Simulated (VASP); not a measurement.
# In (I4/mmm) in VASP: single point with PBE

Aim: the single point of In with PBE.

Program: VASP 6.6.1. These are calculated values, not measurements. Logs are shortened: lines on timing, memory, paths and dates and some standing lists are left out, and cuts for length are marked.

## Step 1: The cell of the first run

Symmetry: I4/mmm, No. 139, tetragonal system. Conventional cell: a = 3.323 Å, b = 3.323 Å, c = 4.980 Å, α = 90.00°, β = 90.00°, γ = 90.00°. Within 4.4 Å of In (site symmetry 4/mmm) lie 12 In at 3.32 to 3.42 Å.

## Step 2: Single point, PBE

Input file INCAR:

```
SYSTEM = In
ALGO = Normal
EDIFF = 1E-6
ENCUT = 500
GGA = PE
GGA_COMPAT = .False.
ISIF = 2
ISMEAR = 0
LASPH = .True.
LCHARG = .False.
LREAL = .False.
LWAVE = .False.
NBANDS = 12
NELM = 120
PREC = Accurate
SIGMA = 0.15
```

Input file KPOINTS:

```
k-points
0
Gamma
  20 20 20
  0 0 0
```

Input file POSCAR:

```
In
1.0
   -1.6613707214      1.6613707214      2.4902285744
    1.6613707214     -1.6613707214      2.4902285744
    1.6613707214      1.6613707214     -2.4902285744
In
1
Direct
    0.0000000000      0.0000000000      0.0000000000
```

Potentials or basis: VASP PAW PBE potentials, release 64 (In_d).

Run with:

```
$ cat potpaw_PBE.64/In_d/POTCAR > POTCAR
$ mpirun -np 1 vasp_std > vasp.out
```

OUTCAR:

```text
SYSTEM = In
   EDIFF = 1E-6
   ENCUT = 500
   GGA = PE
   ISIF = 2
   ISMEAR = 0
   LASPH = .True.
   LREAL = .False.
   NELM = 120
   PREC = Accurate

 ion  position               nearest neighbor table
   1  0.000  0.000  0.000-

  LATTYP: Found a body centered tetragonal cell.
 ALAT       =     3.3227414428
 C/A-ratio  =     1.4989000001

  Lattice vectors:

 A1 = (  -1.6613707214,   1.6613707214,   2.4902285744)
 A2 = (   1.6613707214,  -1.6613707214,   2.4902285744)
 A3 = (   1.6613707214,   1.6613707214,  -2.4902285744)

Analysis of symmetry for initial positions (statically):
=====================================================================
 Subroutine PRICEL returns:
 Original cell was already a primitive cell.

 Routine SETGRP: Setting up the symmetry group for a
 body centered tetragonal supercell.

 Subroutine GETGRP returns: Found 16 space group operations
 (whereof 16 operations were pure point group operations)
 out of a pool of 16 trial point group operations.

The static configuration has the point symmetry D_4h.

Analysis of symmetry for dynamics (positions and initial velocities):
=====================================================================
 Subroutine PRICEL returns:
 Original cell was already a primitive cell.

 Routine SETGRP: Setting up the symmetry group for a
 body centered tetragonal supercell.

 Subroutine GETGRP returns: Found 16 space group operations
 (whereof 16 operations were pure point group operations)
 out of a pool of 16 trial point group operations.

The dynamic configuration has the point symmetry D_4h.

 Subroutine INISYM returns: Found 16 space group operations
 (whereof 16 operations are pure point group operations),
 and found     1 'primitive' translations

----------------------------------------------------------------------------------------

                                     Primitive cell

  volume of cell :      27.4936

  direct lattice vectors                    reciprocal lattice vectors
    -1.661370721  1.661370721  2.490228574     0.000000000  0.300956309  0.200784781
     1.661370721 -1.661370721  2.490228574     0.300956309  0.000000000  0.200784781
     1.661370721  1.661370721 -2.490228574     0.300956309  0.300956309  0.000000000

  length of vectors
     3.423674006  3.423674006  3.423674006     0.361786164  0.361786164  0.425616494

  position of ions in fractional coordinates (direct lattice)
     0.000000000  0.000000000  0.000000000

  ion indices of the primitive-cell ions
   primitive index   ion index
                 1           1

----------------------------------------------------------------------------------------

 KPOINTS: k-points

Automatic generation of k-mesh.
 Grid dimensions read from file:
 generate k-points for:   20   20   20

 Generating k-lattice:

  Cartesian coordinates                     Fractional coordinates (reciprocal lattice)
     0.000000000  0.015047815  0.010039239     0.050000000 -0.000000000  0.000000000
     0.015047815  0.000000000  0.010039239    -0.000000000  0.050000000  0.000000000
     0.015047815  0.015047815  0.000000000     0.000000000  0.000000000  0.050000000

  Length of vectors
     0.018089308  0.018089308  0.021280825

  Shift w.r.t. Gamma in fractional coordinates (k-lattice)
     0.000000000  0.000000000  0.000000000

 Subroutine IBZKPT returns following result:
 ===========================================

 Found    641 irreducible k-points:

 Following reciprocal coordinates:
            Coordinates               Weight
  0.000000  0.000000  0.000000      1.000000
  0.050000  0.000000  0.000000      8.000000
  0.100000 -0.000000  0.000000      8.000000
  0.150000 -0.000000  0.000000      8.000000
  0.200000 -0.000000  0.000000      8.000000
  0.250000  0.000000  0.000000      8.000000
[... 16 lines left out ...]
 -0.400000  0.050000 -0.000000     16.000000
 -0.350000  0.050000  0.000000     16.000000
 [... further k-points ...]
   k-points           NKPTS =    641   k-points in BZ     NKDIM =    641   number of bands    NBANDS=     12
   number of dos      NEDOS =    301   number of ions     NIONS =      1
   total plane-waves  NPLWV =  21952
   dimension x,y,z NGX =    28 NGY =   28 NGZ =   28
   dimension x,y,z NGXF=    56 NGYF=   56 NGZF=   56
   ions per type =               1
   NGX,Y,Z   is equivalent  to a cutoff of  13.60, 13.60, 13.60 a.u.
   NGXF,Y,Z  is equivalent  to a cutoff of  27.19, 27.19, 27.19 a.u.
 SYSTEM =  In
   PREC   = accura    normal or accurate (medium, high low for compatibility)
   ISTART =      0    job   : 0-new  1-cont  2-samecut
   ICHARG =      2    charge: 1-file 2-atom 10-const
   ISPIN  =      1    spin polarized calculation?
   LNONCOLLINEAR =      F non collinear calculations
   LSORBIT =      F    spin-orbit coupling
   LASPH  =      T    aspherical Exc in radial PAW
   ENCUT  =  500.0 eV  36.75 Ry    6.06 a.u.   6.24  6.24  6.24*2*pi/ulx,y,z
   NELM   =    120;   NELMIN=  2; NELMDL= -5     # of ELM steps
   EDIFF  = 0.1E-05   stopping-criterion for ELM
   LREAL  =      F    real-space projection
   EDIFFG = 0.1E-04   stopping-criterion for IOM
   NSW    =      0    number of steps for IOM
   IBRION =     -1    ionic relax: 0-MD 1-quasi-New 2-CG
   NFREE  =      0    steps in history (QN), initial steepest desc. (CG)
   ISIF   =      2    stress and relaxation
   ISYM   =      2    0-nonsym 1-usesym 2-fastsym
   POTIM  = 0.5000    time-step for ionic-motion
   TEBEG  =    0.0;   TEEND  =   0.0 temperature during run
   PSTRESS=    0.0 pullay stress
   NELECT =      13.0000    total number of electrons
   NUPDOWN=      -1.0000    fix difference up-down
   EMIN   =  10.00;   EMAX   =-10.00  energy-range for DOS
   EFERMI =   0.00;   METHOD = LEGACY
   ISMEAR =     0;   SIGMA  =   0.15  broadening in eV -4-tet -1-fermi 0-gaus
   EFERMI_NEDOS =   21; number of points for ismear=-14 and -15
   IALGO  =     38    algorithm
   IMIX   =      4    mixing-type and parameters
     AMIX     =   0.40;   BMIX     =  1.00
     AMIX_MAG =   1.60;   BMIX_MAG =  1.00
  volume/ion in A,a.u.               =      27.49       185.54
  Fermi-wavevector in a.u.,A,eV,Ry     =   1.275396  2.410150 22.131725  1.626636
  Thomas-Fermi vector in A             =   2.408111
   LORBIT       =      0    0 simple, 1 ext, 2 COOP (PROOUT), +10 PAW based schemes
   GGA     = PE    functional components
   LHFCALC =     F    Hartree Fock is set to
   AEXX    =    0.0000 exact exchange contribution
   IVDW    =     0    specifies the selected vdW correction
   LEPSILON=     F    determine dielectric tensor
   LRPA    =     F    only Hartree local field effects (RPA)
 non-spin polarized calculation
 Gauss-broadening in eV      SIGMA  =   0.15
  energy-cutoff  :      500.00
  volume of cell :       27.49
 maximum number of plane-waves:       712
 NGX is ok and might be reduce to    28
   NGX = 13   NGY = 13   NGZ = 13

 number of electron      12.9999997 magnetization

 Free energy of the ion-electron system (eV)
  ---------------------------------------------------
  ext. energy  EPLUGINS =         0.00000000
  ---------------------------------------------------
  free energy    TOTEN  =        -2.56275083 eV

  energy without entropy =       -2.55766726  energy(sigma->0) =       -2.56020905

 E-fermi :   6.9724     XC(G=0): -10.0193

 val. band max:        6.9720953692   @ k =  -0.4000   0.4000   0.2500
 cond. band min:       6.9857127660   @ k =  -0.2000   0.4000   0.0500
 fundamental gap:      0.0136173968
 Fermi energy:         6.9723648183

 k-point     1 :       0.0000    0.0000    0.0000
  band No.  band energies     occupation
      1      -7.6635      2.00000
      2      -7.5910      2.00000
      3      -7.5910      2.00000
      4      -7.5040      2.00000
      5      -7.4317      2.00000
      6      -2.2363      2.00000
      7      17.0718      0.00000
      8      17.0718      0.00000
      9      17.1979      0.00000
     10      18.4209      0.00000
     11      20.5055      0.00000
     12      20.6264      0.00000

 k-point     2 :       0.0500    0.0000    0.0000
  band No.  band energies     occupation
      1      -7.6600      2.00000
      2      -7.5908      2.00000
      3      -7.5874      2.00000
      4      -7.5037      2.00000
      5      -7.4329      2.00000
      6      -2.1837      2.00000
      7      16.3911      0.00000
      8      16.9981      0.00000
      9      17.0327      0.00000
     10      18.2519      0.00000
     11      20.7191      0.00000
     12      20.7745      0.00000

 k-point     3 :       0.1000   -0.0000    0.0000
  band No.  band energies     occupation
      1      -7.6515      2.00000
      2      -7.5906      2.00000
      3      -7.5775      2.00000
      4      -7.5013      2.00000
      5      -7.4358      2.00000
      6      -2.0253      2.00000
      7      14.8908      0.00000
      8      16.7036      0.00000
      9      16.8101      0.00000
     10      18.1409      0.00000
     11      21.0664      0.00000
     12      21.1833      0.00000
[... 286 lines left out ...]
 k-point    23 :      -0.4000    0.0500   -0.0000
  band No.  band energies     occupation
      1      -7.6544      2.00000
      2      -7.6220      2.00000
      3      -7.5682      2.00000
      4      -7.3799      2.00000
      5      -7.3424      2.00000
      6       0.9885      2.00000
      7       6.1593      2.00000
      8      14.2605      0.00000
      9      15.4744      0.00000
     10      17.5497      0.00000
     11      19.0215      0.00000
     12      20.2075      0.00000

 k-point    24 :      -0.3500    0.0500    0.0000
  band No.  band energies     occupation
      1      -7.6465      2.00000
      2      -7.6145      2.00000
      3      -7.5599      2.00000
      4      -7.4045      2.00000
      5      -7.3690      2.00000
      6       0.2160      2.00000
      7       7.5158      0.00000
      8      14.4200      0.00000
      9      15.6638      0.00000
     10      17.8129      0.00000
     11      19.3606      0.00000
     12      20.1521      0.00000

 [... further k-points ...]

------------------------ aborting loop because EDIFF is reached ----------------------------------------

  FORCE on cell =-STRESS in cart. coord.  units (eV):
  Direction    XX          YY          ZZ          XY          YZ          ZX
  --------------------------------------------------------------------------------------
  -------------------------------------------------------------------------------------
  Total        0.0039574      0.0039574     -0.0140490      0.0000000      0.0000000      0.0000000
  in kB        0.2306170      0.2306170     -0.8186995      0.0000000      0.0000000      0.0000000
  external PRESSURE =      -0.1191552 kB  Pullay stress =       0.0000000 kB

 VOLUME and BASIS-vectors are now :
 -----------------------------------------------------------------------------
  energy-cutoff  :      500.00
  volume of cell :       27.49
      direct lattice vectors                 reciprocal lattice vectors
    -1.661370721  1.661370721  2.490228574     0.000000000  0.300956309  0.200784781
     1.661370721 -1.661370721  2.490228574     0.300956309  0.000000000  0.200784781
     1.661370721  1.661370721 -2.490228574     0.300956309  0.300956309  0.000000000

 POSITION                                       TOTAL-FORCE (eV/Angst)
 -----------------------------------------------------------------------------------
      0.00000      0.00000      0.00000         0.000000      0.000000      0.000000
 -----------------------------------------------------------------------------------
    total drift:                               -0.000000     -0.000000     -0.000000

  FREE ENERGIE OF THE ION-ELECTRON SYSTEM (eV)
  ---------------------------------------------------
  free  energy   TOTEN  =        -2.5627508340 eV

  energy  without entropy=       -2.5576672595  energy(sigma->0) =       -2.56020905
```

Wall time 73 s (1 thread of Intel Xeon 6975P-C (Granite Rapids), shared host); peak memory 0.31 GiB.

Results:

| Property | Result |
| --- | --- |
| Free energy | -2.5628 eV |
| Pressure | 0.0 GPa |
| Band gap on the k mesh | zero (an odd number of electrons rules out a gap without spin polarisation) |

Stress tensor (GPa, compression positive):
```
 0.02  0.00  0.00
 0.00  0.02  0.00
 0.00  0.00 -0.08
```

Caveat: spin-orbit coupling is left out, which moves the levels of the heavy elements.
